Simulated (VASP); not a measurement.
# GaSb (I-4m2) in VASP: further runs, part 2 of 2

VASP 6.6.1. Earlier steps stand in the parts before.

### 6 Single point, PBE

This run uses another cell than the first one, of 24.12 Å³/atom, 0.962 times its volume.

Contents of INCAR:

```
  PREC = Accurate
  ENCUT = 520
  EDIFF = 1E-6
  ISMEAR = -1
  SIGMA = 0.05
  LREAL = F
  LASPH = T
  NELM = 60
  ALGO = Normal
  ISIF = 2
  LWAVE = F
  LCHARG = F
  GGA = PE
  NBANDS = 16
```

Contents of KPOINTS:

```
Automatic mesh
0
Gamma
  10 10 10
```

Contents of POSCAR:

```
GaSb
1.0
   -2.7534340000      2.7534340000      1.5907070000
    2.7534340000     -2.7534340000      1.5907070000
    2.7534340000      2.7534340000     -1.5907070000
Sb Ga
1 1
Direct
    0.0000000000      0.0000000000      0.0000000000
    0.7500000000      0.2500000000      0.5000000000
```

Potentials or basis: VASP PAW PBE potentials, release 64 (Sb, Ga_d).

Launch:

```sh
cat potpaw_PBE.64/Sb/POTCAR potpaw_PBE.64/Ga_d/POTCAR > POTCAR
mpirun -np 1 vasp_std > vasp.out
```

OUTCAR:

```text
PREC = Accurate
   ENCUT = 520
   EDIFF = 1E-6
   ISMEAR = -1
   LREAL = F
   LASPH = T
   NELM = 60
   ISIF = 2
   GGA = PE

 ion  position               nearest neighbor table
   1  0.000  0.000  0.000-   2 2.87   2 2.87   2 2.87   2 2.87
   2  0.750  0.250  0.500-   1 2.87   1 2.87   1 2.87   1 2.87

  LATTYP: Found a body centered tetragonal cell.
 ALAT       =     5.5068680000
 C/A-ratio  =     0.5777174975

  Lattice vectors:

 A1 = (  -2.7534340000,   2.7534340000,   1.5907070000)
 A2 = (   2.7534340000,  -2.7534340000,   1.5907070000)
 A3 = (   2.7534340000,   2.7534340000,  -1.5907070000)

Analysis of symmetry for initial positions (statically):
=====================================================================
 Subroutine PRICEL returns:
 Original cell was already a primitive cell.

 Routine SETGRP: Setting up the symmetry group for a
 body centered tetragonal supercell.

 Subroutine GETGRP returns: Found  8 space group operations
 (whereof  8 operations were pure point group operations)
 out of a pool of 16 trial point group operations.

The static configuration has the point symmetry D_2d.

Analysis of symmetry for dynamics (positions and initial velocities):
=====================================================================
 Subroutine PRICEL returns:
 Original cell was already a primitive cell.

 Routine SETGRP: Setting up the symmetry group for a
 body centered tetragonal supercell.

 Subroutine GETGRP returns: Found  8 space group operations
 (whereof  8 operations were pure point group operations)
 out of a pool of 16 trial point group operations.

The dynamic configuration has the point symmetry D_2d.

 Subroutine INISYM returns: Found  8 space group operations
 (whereof  8 operations are pure point group operations),
 and found     1 'primitive' translations
[... 103 lines left out ...]
   POTIM  = 0.5000    time-step for ionic-motion
   TEBEG  =    0.0;   TEEND  =   0.0 temperature during run
   PSTRESS=    0.0 pullay stress
   NELECT =      18.0000    total number of electrons
   NUPDOWN=      -1.0000    fix difference up-down
   EMIN   =  10.00;   EMAX   =-10.00  energy-range for DOS
   EFERMI =   0.00;   METHOD = LEGACY
   ISMEAR =    -1;   SIGMA  =   0.05  broadening in eV -4-tet -1-fermi 0-gaus
   EFERMI_NEDOS =   21; number of points for ismear=-14 and -15
   IALGO  =     38    algorithm
   IMIX   =      4    mixing-type and parameters
     AMIX     =   0.40;   BMIX     =  1.00
     AMIX_MAG =   1.60;   BMIX_MAG =  1.00
  volume/ion in A,a.u.               =      24.12       162.77
  Fermi-wavevector in a.u.,A,eV,Ry     =   1.178598  2.227228 18.899772  1.389094
  Thomas-Fermi vector in A             =   2.314924
   LORBIT       =      0    0 simple, 1 ext, 2 COOP (PROOUT), +10 PAW based schemes
   GGA     = PE    functional components
   LHFCALC =     F    Hartree Fock is set to
   AEXX    =    0.0000 exact exchange contribution
   IVDW    =     0    specifies the selected vdW correction
   LEPSILON=     F    determine dielectric tensor
   LRPA    =     F    only Hartree local field effects (RPA)
 non-spin polarized calculation
  energy-cutoff  :      520.00
  volume of cell :       48.24
 maximum number of plane-waves:      1314
   NGX = 15   NGY = 15   NGZ = 15

 number of electron      17.9999994 magnetization

 Free energy of the ion-electron system (eV)
  ---------------------------------------------------
  ext. energy  EPLUGINS =         0.00000000
  ---------------------------------------------------
  free energy    TOTEN  =        -6.99620266 eV

  energy without entropy =       -6.99141097  energy(sigma->0) =       -6.99380681

 E-fermi :   6.5436     XC(G=0): -10.2359

 val. band max:        6.5327659262   @ k =   0.4000   0.4000   0.1000
 cond. band min:       6.5446105259   @ k =   0.4000   0.4000   0.0000
 fundamental gap:      0.0118445997
 Fermi energy:         6.5436455341

 k-point     1 :       0.0000    0.0000    0.0000
  band No.  band energies     occupation
      1      -8.3702      2.00000
      2      -8.2897      2.00000
      3      -8.2824      2.00000
      4      -8.2597      2.00000
      5      -8.2597      2.00000
      6      -5.3834      2.00000
[... 433 lines left out ...]
      3      -8.2923      2.00000
      4      -8.2767      2.00000
      5      -8.2609      2.00000
      6      -2.5990      2.00000
[... 8 lines left out ...]
     15      16.1960      0.00000
     16      17.1978      0.00000

 [... further k-points ...]
[... 5 lines left out ...]
  --------------------------------------------------------------------------------------
  -------------------------------------------------------------------------------------
  Total        0.1372451      0.1372451     -0.1545142      0.0000000      0.0000000      0.0000000
  in kB        4.5583539      4.5583539     -5.1319149      0.0000000      0.0000000      0.0000000
  external PRESSURE =       1.3282643 kB  Pullay stress =       0.0000000 kB

 VOLUME and BASIS-vectors are now :
 -----------------------------------------------------------------------------
  energy-cutoff  :      520.00
  volume of cell :       48.24
      direct lattice vectors                 reciprocal lattice vectors
    -2.753434000  2.753434000  1.590707000     0.000000000  0.181591424  0.314325643
     2.753434000 -2.753434000  1.590707000     0.181591424  0.000000000  0.314325643
     2.753434000  2.753434000 -1.590707000     0.181591424  0.181591424  0.000000000

 POSITION                                       TOTAL-FORCE (eV/Angst)
 -----------------------------------------------------------------------------------
      0.00000      0.00000      0.00000        -0.000000     -0.000000      0.000000
      0.00000      2.75343      0.79535         0.000000      0.000000     -0.000000
 -----------------------------------------------------------------------------------
    total drift:                               -0.000000      0.000000      0.000000

  FREE ENERGIE OF THE ION-ELECTRON SYSTEM (eV)
  ---------------------------------------------------
  free  energy   TOTEN  =        -6.9962026599 eV

  energy  without entropy=       -6.9914109657  energy(sigma->0) =       -6.99380681
```

Run time: 46 s. Hardware: 1 thread of Intel Xeon Platinum 8259CL at 2.50GHz (Skylake/Cascade Lake), shared host; peak memory 0.23 GiB.

What came out:

```yaml
Free_energy: -6.9962 eV
Pressure: 0.1 GPa
Band_gap_on_the_k_mesh: zero (band 9 reaches 8.35 eV, above the bottom of band 10 at 3.85 eV)
```

Stress tensor (GPa, compression positive):
```
 0.46  0.00  0.00
 0.00  0.46  0.00
 0.00  0.00 -0.51
```

Caveat: spin-orbit coupling is left out, which moves the levels of the heavy elements.

### 7 Overview

| level | potentials or basis | cell | gap on the mesh (eV) | pressure (GPa) |
| --- | --- | --- | --- | --- |
| LDA | VASP PAW LDA potentials, release 64 (Sb, Ga_d) | a = 4.262 Å, angles 98.2, 98.2, 135.6°, 2 atoms | none | -5.8 |
| PBEsol | VASP PAW PBE potentials, release 64 (Sb, Ga_d) | a = 4.262 Å, angles 98.2, 98.2, 135.6°, 2 atoms | none | -4.5 |
| PBE | VASP PAW PBE potentials, release 64 (Sb, Ga_d) | a = 4.178 Å, angles 98.2, 98.2, 135.6°, 2 atoms | none | 1.3 |
| PBE | VASP PAW PBE potentials, release 64 (Sb, Ga_d) | a = 4.262 Å, angles 98.2, 98.2, 135.6°, 2 atoms | none | -1.8 |
| PBE | VASP PAW PBE potentials, release 64 (Sb, Ga_d) | a = 4.206 Å, angles 98.2, 98.2, 135.6°, 2 atoms | none | 0.1 |

Alike in all rows: task single point; no spin polarisation; k mesh 10 × 10 × 10; cutoff (eV) 520; smearing fermi-dirac 0.05 eV.

Caveats: spin-orbit coupling is left out, which moves the levels of the heavy elements; the PAW data sets were made with another functional, which shifts forces and pressure a little (some runs).

Total energies depend on the potentials used, so only differences within one code and one set of settings carry meaning.
